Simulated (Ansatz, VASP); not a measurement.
## One calculation of Ni, two programs

File INCAR:

```
  PREC = Accurate
  ENCUT = 520
  EDIFF = 1E-7
  ISMEAR = 0
  SIGMA = 0.1
  LREAL = False
  LASPH = True
  NELM = 150
  ALGO = Normal
  ISIF = 2
  LWAVE = False
  LCHARG = True
  ISPIN = 2
  MAGMOM = 2
  LORBIT = 11
  LMAXMIX = 4
  GGA = PS
  LELF = True
  LVHAR = True
  NBANDS = 15
```

Contents of KPOINTS:

```
regular mesh
0
Gamma
  10 10 10
```

POSCAR

```
Ni
1.0
   -1.3837154700      1.3837154700      1.3837154700
    1.3837154700     -1.3837154700      1.3837154700
    1.3837154700      1.3837154700     -1.3837154700
Ni
1
Direct
    0.0000000000      0.0000000000      0.0000000000
```

Input for Ansatz:

```yaml
crystal:
  lattice:
    - [-1.38371547, 1.38371547, 1.38371547]
    - [1.38371547, -1.38371547, 1.38371547]
    - [1.38371547, 1.38371547, -1.38371547]
  atoms:
    - { symbol: Ni, position: [0.0, 0.0, 0.0], spin: 2.0 }
basis:
  ecutwfc: 420
kpoints:
  mp_grid: { grid: [10, 10, 10] }
hamiltonian:
  xc: pbesol
scf:
  occupations: { method: gaussian, width: 0.1 }
  lower_state_search: "off"
output:
  forces: true
  stress: true
  eigenvalues: true
  populations: true
magnetization:
  spin_polarized: true
```

Alike in both runs: task single point; functional PBEsol; k mesh 10 × 10 × 10; occupations gaussian, width 0.1 eV; collinear spin.

```csv
,VASP,Ansatz
version,VASP 6.6.1,Ansatz 0.2.0
potentials or method,"VASP PAW PBE potentials, release 64 (Ni), cutoff 520 eV","scalar-relativistic, plane waves, PAW"
valence electrons in the cell,10,18
```

```csv
,VASP,Ansatz,Ansatz less VASP
gap on the k mesh at the Fermi level (eV),none,none,-
pressure (GPa),-3.4,-3.1,+0.22
net moment per atom (μB),0.39,0.43,+0.039
size of the moment on the site where the two differ most (μB),0.40,0.46,+0.058
```

VASP's potentials were made for PBE, not for PBEsol. Site moments also hang on the region over which each program counts them. A gap of «none» marks a metal or a gap that the smearing closes. VASP's potentials hold 10 valence electrons a cell and Ansatz's 18, so a difference there can come from the potentials and not from the codes.
